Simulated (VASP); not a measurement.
Zr3Ag:

```
Zr Ag
1.0
     4.56600    0.00000    0.00000
     0.00000    4.56600    0.00000
     0.00000    0.00000    3.98600
Zr Ag
3 1
Cartesian
  2.2830 2.2830 0.0000
  0.0000 2.2830 1.9930
  2.2830 0.0000 1.9930
  0.0000 0.0000 0.0000
```

| Quantity | Value |
| --- | --- |
| Program | VASP 6.6.1 |
| Task | relaxation of cell and atoms |
| Functional | LDA |
| Potentials or basis | VASP PAW LDA potentials, release 64 (Zr_sv, Ag) |
| Cutoff | 600 eV |
| k mesh | 8 × 8 × 9 |
| Occupations | fermi-dirac, width 0.05 eV |
| Spin | no spin polarisation |

At the start: pressure -4.7 GPa; volume 20.78 Å³/atom.

Where does the relaxation end?

Over 13 steps the energy falls by 34.7 meV/atom and the volume is 19.89 Å³/atom (-4.3 %); space group Pm-3m (No. 221, to 0.05 Å).

Step by step:
| step | energy change (eV) | largest force (eV/Å) | pressure (GPa) | volume (Å³) |
| --- | --- | --- | --- | --- |
| 1 | 0.0000 | 0.0000 | -4.71 | 83.10 |
| 2 | -0.0094 | 0.0000 | 5.66 | 75.96 |
| 3 | -0.0625 | 0.0000 | 0.27 | 79.28 |
| 4 | -0.0753 | 0.0000 | 0.31 | 79.27 |
| 5 | -0.1101 | 0.0000 | 0.49 | 79.19 |
| 6 | -0.1345 | 0.0000 | 1.24 | 78.73 |
| 7 | -0.1125 | 0.0000 | -2.79 | 81.60 |
| 8 | -0.1366 | 0.0000 | 0.26 | 79.38 |
| 9 | -0.1366 | 0.0000 | 0.27 | 79.36 |
| 10 | -0.1383 | 0.0000 | 0.01 | 79.55 |
| 11 | -0.1386 | 0.0000 | -0.17 | 79.68 |
| 12 | -0.1385 | 0.0000 | 0.28 | 79.37 |
| 13 | -0.1387 | 0.0000 | 0.02 | 79.55 |

Final structure:
```
Zr Ag
1.0
     4.29322    0.00000    0.00000
     0.00000    4.29322    0.00000
     0.00000    0.00000    4.31582
Zr Ag
3 1
Cartesian
  2.1466 2.1466 0.0000
  0.0000 2.1466 2.1579
  2.1466 0.0000 2.1579
  0.0000 0.0000 0.0000
```
